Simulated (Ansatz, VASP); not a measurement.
**ZrN: VASP beside Ansatz**

```xyz
2
Lattice="0.0000 2.2648 2.2648 2.2648 0.0000 2.2648 2.2648 2.2648 0.0000" Properties=species:S:1:pos:R:3 pbc="T T T"
Zr    2.2648    2.2648    2.2648
N     0.0000    0.0000    0.0000
```

Alike in both runs: task single point; functional PBE; dispersion D3(BJ); k mesh 8 × 8 × 8; occupations gaussian, width 0.05 eV; no spin polarisation.

|  | VASP | Ansatz |
| --- | --- | --- |
| version | VASP 6.6.1 | Ansatz 0.2.0 |
| potentials or method | VASP PAW PBE potentials, release 64 (Zr_sv, N), cutoff 600 eV | scalar-relativistic, plane waves, PAW |
| valence electrons in the cell | 17 | 17 |

|  | VASP | Ansatz | Ansatz less VASP |
| --- | --- | --- | --- |
| gap on the k mesh at the Fermi level (eV) | none | none | - |
| pressure (GPa) | 5.7 | 5.5 | -0.19 |

A gap of «none» marks a metal or a gap that the smearing closes.
